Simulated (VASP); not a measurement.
# Os2C3 (P-3m1) in VASP: single point with PBE

Aim: the single point of Os2C3 with PBE.

Program: VASP 6.6.1. These are calculated values, not measurements. Logs are shortened: lines on timing, memory, paths and dates and some standing lists are left out, and cuts for length are marked.

### Step 1. The cell of the first run

It takes space group P-3m1 (No. 164, trigonal). Conventional cell: a = 3.308 Å, b = 3.308 Å, c = 5.525 Å, α = 90.00°, β = 90.00°, γ = 120.00°. Within 2.7 Å of Os (site symmetry 3m) lie 7 C at 2.00 to 2.39 Å. C (site symmetry -3m) has 6 Os at 2.39 Å and 12 C at 2.79 to 3.31 Å within 3.4 Å. Within 2.8 Å of C (site symmetry 3m) lie 4 Os at 2.00 to 2.06 Å and 6 C at 2.41 to 2.79 Å.

### Step 2. Single point, PBE

INCAR reads:

```
ALGO = Normal ; EDIFF = 1E-6
ENCUT = 700 ; GGA = PE
GGA_COMPAT = F ; ISIF = 2
ISMEAR = 0 ; LASPH = T
LCHARG = F ; LREAL = F
LWAVE = F ; NBANDS = 30
NELM = 120 ; PREC = Accurate
SIGMA = 0.1
```

KPOINTS reads:

```
k-points
0
Gamma
  6 6 4
```

POSCAR reads:

```
Os2C3
1.0
    3.3075128704      0.0000000000      0.0000000000
   -1.6537564352      2.8643901691      0.0000000000
    0.0000000000      0.0000000000      5.5248605708
Os C
2 3
Direct
    0.3333333333      0.6666666667      0.2592642673
    0.6666666667      0.3333333333      0.7407357327
    0.0000000000      0.0000000000      0.0000000000
    0.3333333333      0.6666666667      0.6324292397
    0.6666666667      0.3333333333      0.3675707603
```

Potentials or basis: VASP PAW PBE potentials, release 64 (Os_sv_GW, C).

Command:

```console
cat potpaw_PBE.64/Os_sv_GW/POTCAR potpaw_PBE.64/C/POTCAR > POTCAR
mpirun -np 1 vasp_std > vasp.out
```

OUTCAR:

```text
EDIFF = 1E-6
   ENCUT = 700
   GGA = PE
   ISIF = 2
   ISMEAR = 0
   LASPH = T
   LREAL = F
   NELM = 120
   PREC = Accurate

 ion  position               nearest neighbor table
   1  0.333  0.667  0.259-   5 2.00   5 2.00   5 2.00   4 2.06   3 2.39   3 2.39   3 2.39   2 3.27
                             2 3.27   2 3.27
   2  0.667  0.333  0.741-   4 2.00   4 2.00   4 2.00   5 2.06   3 2.39   3 2.39   3 2.39   1 3.27
                             1 3.27   1 3.27
   3  0.000  0.000  0.000-   1 2.39   2 2.39   1 2.39   2 2.39   2 2.39   1 2.39
   4  0.333  0.667  0.632-   2 2.00   2 2.00   2 2.00   1 2.06
   5  0.667  0.333  0.368-   1 2.00   1 2.00   1 2.00   2 2.06

  LATTYP: Found a hexagonal cell.
 ALAT       =     3.3075128704
 C/A-ratio  =     1.6703973007

  Lattice vectors:

 A1 = (   3.3075128704,   0.0000000000,   0.0000000000)
 A2 = (  -1.6537564352,   2.8643901691,   0.0000000000)
 A3 = (   0.0000000000,   0.0000000000,   5.5248605708)

Analysis of symmetry for initial positions (statically):
=====================================================================
 Subroutine PRICEL returns:
 Original cell was already a primitive cell.

 Routine SETGRP: Setting up the symmetry group for a
 hexagonal supercell.

 Subroutine GETGRP returns: Found 12 space group operations
 (whereof 12 operations were pure point group operations)
 out of a pool of 24 trial point group operations.

The static configuration has the point symmetry D_3d.

Analysis of symmetry for dynamics (positions and initial velocities):
=====================================================================
 Subroutine PRICEL returns:
 Original cell was already a primitive cell.

 Routine SETGRP: Setting up the symmetry group for a
 hexagonal supercell.

 Subroutine GETGRP returns: Found 12 space group operations
 (whereof 12 operations were pure point group operations)
 out of a pool of 24 trial point group operations.

The dynamic configuration has the point symmetry D_3d.

 Subroutine INISYM returns: Found 12 space group operations
 (whereof 12 operations are pure point group operations),
 and found     1 'primitive' translations

----------------------------------------------------------------------------------------

                                     Primitive cell

  volume of cell :      52.3426

  direct lattice vectors                    reciprocal lattice vectors
     3.307512870  0.000000000  0.000000000     0.302341983  0.174557225  0.000000000
    -1.653756435  2.864390169  0.000000000     0.000000000  0.349114451  0.000000000
     0.000000000  0.000000000  5.524860571     0.000000000  0.000000000  0.181000043

  length of vectors
     3.307512870  3.307512870  5.524860571     0.349114451  0.349114451  0.181000043

  position of ions in fractional coordinates (direct lattice)
     0.333333333  0.666666667  0.259264267
     0.666666667  0.333333333  0.740735733
     0.000000000  0.000000000  0.000000000
     0.333333333  0.666666667  0.632429240
     0.666666667  0.333333333  0.367570760

  ion indices of the primitive-cell ions
   primitive index   ion index
                 1           1
                 2           2
                 3           3
                 4           4
                 5           5

----------------------------------------------------------------------------------------

 KPOINTS: k-points

Automatic generation of k-mesh.
 Grid dimensions read from file:
 generate k-points for:    6    6    4

 Generating k-lattice:

  Cartesian coordinates                     Fractional coordinates (reciprocal lattice)
     0.050390330  0.029092871  0.000000000     0.166666667 -0.000000000  0.000000000
     0.000000000  0.058185742  0.000000000     0.000000000  0.166666667  0.000000000
     0.000000000  0.000000000  0.045250011     0.000000000  0.000000000  0.250000000

  Length of vectors
     0.058185742  0.058185742  0.045250011

  Shift w.r.t. Gamma in fractional coordinates (k-lattice)
     0.000000000  0.000000000  0.000000000

 Subroutine IBZKPT returns following result:
 ===========================================

 Found     24 irreducible k-points:

 Following reciprocal coordinates:
            Coordinates               Weight
  0.000000  0.000000  0.000000      1.000000
  0.166667  0.000000  0.000000      6.000000
  0.333333  0.000000  0.000000      6.000000
  0.500000  0.000000  0.000000      3.000000
  0.166667  0.166667  0.000000      6.000000
  0.333333  0.166667  0.000000     12.000000
[... 16 lines left out ...]
  0.333333  0.166667  0.500000     12.000000
  0.333333  0.333333  0.500000      2.000000
   k-points           NKPTS =     24   k-points in BZ     NKDIM =     24   number of bands    NBANDS=     30
   number of dos      NEDOS =    301   number of ions     NIONS =      5
   total plane-waves  NPLWV =  43200
   dimension x,y,z NGX =    30 NGY =   30 NGZ =   48
   dimension x,y,z NGXF=    60 NGYF=   60 NGZF=   96
   ions per type =               2   3
   NGX,Y,Z   is equivalent  to a cutoff of  15.08, 15.08, 14.44 a.u.
   NGXF,Y,Z  is equivalent  to a cutoff of  30.16, 30.16, 28.89 a.u.
 SYSTEM =  unknown system
   PREC   = accura    normal or accurate (medium, high low for compatibility)
   ISTART =      0    job   : 0-new  1-cont  2-samecut
   ICHARG =      2    charge: 1-file 2-atom 10-const
   ISPIN  =      1    spin polarized calculation?
   LNONCOLLINEAR =      F non collinear calculations
   LSORBIT =      F    spin-orbit coupling
   LASPH  =      T    aspherical Exc in radial PAW
   ENCUT  =  700.0 eV  51.45 Ry    7.17 a.u.   7.14  7.14 11.92*2*pi/ulx,y,z
   NELM   =    120;   NELMIN=  2; NELMDL= -5     # of ELM steps
   EDIFF  = 0.1E-05   stopping-criterion for ELM
   LREAL  =      F    real-space projection
   EDIFFG = 0.1E-04   stopping-criterion for IOM
   NSW    =      0    number of steps for IOM
   IBRION =     -1    ionic relax: 0-MD 1-quasi-New 2-CG
   NFREE  =      0    steps in history (QN), initial steepest desc. (CG)
   ISIF   =      2    stress and relaxation
   ISYM   =      2    0-nonsym 1-usesym 2-fastsym
   POTIM  = 0.5000    time-step for ionic-motion
   TEBEG  =    0.0;   TEEND  =   0.0 temperature during run
   PSTRESS=    0.0 pullay stress
   NELECT =      44.0000    total number of electrons
   NUPDOWN=      -1.0000    fix difference up-down
   EMIN   =  10.00;   EMAX   =-10.00  energy-range for DOS
   EFERMI =   0.00;   METHOD = LEGACY
   ISMEAR =     0;   SIGMA  =   0.10  broadening in eV -4-tet -1-fermi 0-gaus
   EFERMI_NEDOS =   21; number of points for ismear=-14 and -15
   IALGO  =     38    algorithm
   IMIX   =      4    mixing-type and parameters
     AMIX     =   0.40;   BMIX     =  1.00
     AMIX_MAG =   1.60;   BMIX_MAG =  1.00
  volume/ion in A,a.u.               =      10.47        70.65
  Fermi-wavevector in a.u.,A,eV,Ry     =   1.545043  2.919709 32.479275  2.387159
  Thomas-Fermi vector in A             =   2.650478
   LORBIT       =      0    0 simple, 1 ext, 2 COOP (PROOUT), +10 PAW based schemes
   GGA     = PE    functional components
   LHFCALC =     F    Hartree Fock is set to
   AEXX    =    0.0000 exact exchange contribution
   IVDW    =     0    specifies the selected vdW correction
   LEPSILON=     F    determine dielectric tensor
   LRPA    =     F    only Hartree local field effects (RPA)
 non-spin polarized calculation
 Gauss-broadening in eV      SIGMA  =   0.10
  energy-cutoff  :      700.00
  volume of cell :       52.34
 maximum number of plane-waves:      2226
 NGX is ok and might be reduce to    30
   NGX = 15   NGY = 15   NGZ = 23

 number of electron      44.0000000 magnetization

 Free energy of the ion-electron system (eV)
  ---------------------------------------------------
  ext. energy  EPLUGINS =         0.00000000
  ---------------------------------------------------
  free energy    TOTEN  =       -45.28443267 eV

  energy without entropy =      -45.26437077  energy(sigma->0) =      -45.27440172

 E-fermi :  10.1534     XC(G=0): -13.1525

 val. band max:       10.1507285293   @ k =   0.5000   0.0000   0.2500
 cond. band min:      10.1617133832   @ k =   0.3333   0.0000   0.0000
 fundamental gap:      0.0109848539
 Fermi energy:        10.1534182716

 k-point     1 :       0.0000    0.0000    0.0000
  band No.  band energies     occupation
      1     -76.5606      2.00000
      2     -76.5555      2.00000
      3     -36.0838      2.00000
      4     -35.9418      2.00000
      5     -35.9237      2.00000
      6     -35.9237      2.00000
[... 22 lines left out ...]
     29      17.5558      0.00000
     30      17.5558      0.00000

 k-point     2 :       0.1667    0.0000    0.0000
  band No.  band energies     occupation
      1     -76.5593      2.00000
      2     -76.5548      2.00000
      3     -36.0727      2.00000
      4     -35.9580      2.00000
      5     -35.9424      2.00000
      6     -35.9332      2.00000
[... 22 lines left out ...]
     29      17.0280      0.00000
     30      17.2285      0.00000

 k-point     3 :       0.3333    0.0000    0.0000
  band No.  band energies     occupation
      1     -76.5566      2.00000
      2     -76.5536      2.00000
      3     -36.0485      2.00000
      4     -36.0162      2.00000
      5     -35.9893      2.00000
      6     -35.9582      2.00000
[... 22 lines left out ...]
     29      16.3264      0.00000
     30      16.4381      0.00000

 k-point     4 :       0.5000    0.0000    0.0000
  band No.  band energies     occupation
      1     -76.5550      2.00000
      2     -76.5533      2.00000
      3     -36.0474      2.00000
      4     -36.0411      2.00000
      5     -36.0052      2.00000
      6     -35.9716      2.00000
[... 22 lines left out ...]
     29      16.3799      0.00000
     30      16.4166      0.00000

 k-point     5 :       0.1667    0.1667    0.0000
  band No.  band energies     occupation
      1     -76.5573      2.00000
      2     -76.5539      2.00000
      3     -36.0544      2.00000
      4     -35.9927      2.00000
      5     -35.9790      2.00000
      6     -35.9531      2.00000
[... 22 lines left out ...]
     29      16.3654      0.00000
     30      16.4395      0.00000
[... 526 lines left out ...]
     29      15.7062      0.00000
     30      15.7441      0.00000

 k-point    22 :       0.1667    0.1667    0.5000
  band No.  band energies     occupation
      1     -76.5564      2.00000
      2     -76.5548      2.00000
      3     -36.0405      2.00000
      4     -36.0134      2.00000
      5     -35.9663      2.00000
      6     -35.9582      2.00000
[... 22 lines left out ...]
     29      15.5314      0.00000
     30      15.9769      0.00000

 k-point    23 :       0.3333    0.1667    0.5000
  band No.  band energies     occupation
      1     -76.5546      2.00000
      2     -76.5537      2.00000
      3     -36.0505      2.00000
      4     -36.0440      2.00000
      5     -35.9823      2.00000
      6     -35.9736      2.00000
[... 22 lines left out ...]
     29      15.4844      0.00000
     30      15.9219      0.00000

 k-point    24 :       0.3333    0.3333    0.5000
  band No.  band energies     occupation
      1     -76.5537      2.00000
      2     -76.5537      2.00000
      3     -36.0410      2.00000
      4     -36.0410      2.00000
      5     -36.0013      2.00000
      6     -35.9845      2.00000
[... 22 lines left out ...]
     29      15.4151      0.00000
     30      15.9435      0.00000

------------------------ aborting loop because EDIFF is reached ----------------------------------------

  FORCE on cell =-STRESS in cart. coord.  units (eV):
  Direction    XX          YY          ZZ          XY          YZ          ZX
  --------------------------------------------------------------------------------------
  -------------------------------------------------------------------------------------
  Total        0.0061270      0.0061270      0.0119263      0.0000000      0.0000000      0.0000000
  in kB        0.1875427      0.1875427      0.3650562      0.0000000      0.0000000      0.0000000
  external PRESSURE =       0.2467139 kB  Pullay stress =       0.0000000 kB

 VOLUME and BASIS-vectors are now :
 -----------------------------------------------------------------------------
  energy-cutoff  :      700.00
  volume of cell :       52.34
      direct lattice vectors                 reciprocal lattice vectors
     3.307512870  0.000000000  0.000000000     0.302341983  0.174557225  0.000000000
    -1.653756435  2.864390169  0.000000000     0.000000000  0.349114451  0.000000000
     0.000000000  0.000000000  5.524860571     0.000000000  0.000000000  0.181000043

 POSITION                                       TOTAL-FORCE (eV/Angst)
 -----------------------------------------------------------------------------------
     -0.00000      1.90959      1.43240        -0.000000      0.000000     -0.031633
      1.65376      0.95480      4.09246         0.000000      0.000000      0.031633
      0.00000      0.00000      0.00000         0.000000      0.000000     -0.000000
     -0.00000      1.90959      3.49408         0.000000      0.000000      0.004266
      1.65376      0.95480      2.03078        -0.000000     -0.000000     -0.004266
 -----------------------------------------------------------------------------------
    total drift:                               -0.000000      0.000000      0.000000

  FREE ENERGIE OF THE ION-ELECTRON SYSTEM (eV)
  ---------------------------------------------------
  free  energy   TOTEN  =       -45.2844326707 eV

  energy  without entropy=      -45.2643707738  energy(sigma->0) =      -45.27440172
```

Run time: 44 s. Hardware: 1 thread of Intel Xeon Platinum 8488C (Sapphire Rapids), shared host; peak memory 0.23 GiB.

What came out:

* Free energy: -45.2844 eV
* Pressure: 0.0 GPa
* Largest force: 0.032 eV/Å
* Band gap on the k mesh: zero (bands 22 and 23 overlap by 1.04 eV)

Forces in eV/Å, atoms in the order of the input:
```
Os   0.000  0.000 -0.032
Os   0.000  0.000  0.032
C    0.000  0.000  0.000
C    0.000  0.000  0.004
C    0.000  0.000 -0.004
```

Levels at points of the mesh, in eV from the Fermi level:
| k point | band 19 | band 20 | band 21 | band 22 | band 23 | band 24 | band 25 | band 26 |
| --- | --- | --- | --- | --- | --- | --- | --- | --- |
| (0.00, 0.00, 0.00) | -2.30 | -1.91 | -1.91 | 0.49 | 1.53 | 1.53 | 1.84 | 3.11 |
| (0.50, 0.00, 0.00) | -2.65 | -1.98 | -0.85 | -0.57 | -0.35 | -0.03 | 1.61 | 2.83 |
| (0.00, 0.00, 0.50) | -1.59 | -1.59 | -1.09 | -0.80 | -0.15 | -0.15 | 2.17 | 4.25 |
| (0.50, 0.00, 0.50) | -2.34 | -1.46 | -0.95 | -0.89 | 0.41 | 0.64 | 1.99 | 2.61 |

Caveat: the k points lie up to 0.37 Å⁻¹ apart, too coarse for converged energies and pressures of a metal; spin-orbit coupling is left out, which moves the levels of the heavy elements.
